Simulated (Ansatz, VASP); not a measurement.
# Bi: VASP beside Ansatz

```
Bi
1.0
     3.27459    0.00000    0.00000
     0.00000    3.27459    0.00000
     0.00000    0.00000    3.27459
Bi
1
Direct
  0.00000 0.00000 0.00000
```

Alike in both runs: task single point; functional PBE; k mesh 13 × 13 × 13; occupations fermi-dirac, width 0.08 eV; no spin polarisation.

|  | VASP | Ansatz |
| --- | --- | --- |
| version | VASP 6.6.1 | Ansatz 0.2.0 |
| potentials or method | VASP PAW PBE potentials, release 64 (Bi_d), cutoff 520 eV | all-electron LAPW, scalar-relativistic |

Ansatz gave:

```
pressure (GPa) : 0.0
```

**Question.** What did VASP give for the same quantities?

**Answer.** Pressure (GPa): -0.1.

Ansatz ran all-electron here, and VASP with PAW potentials.

Neither program's run includes spin-orbit coupling.
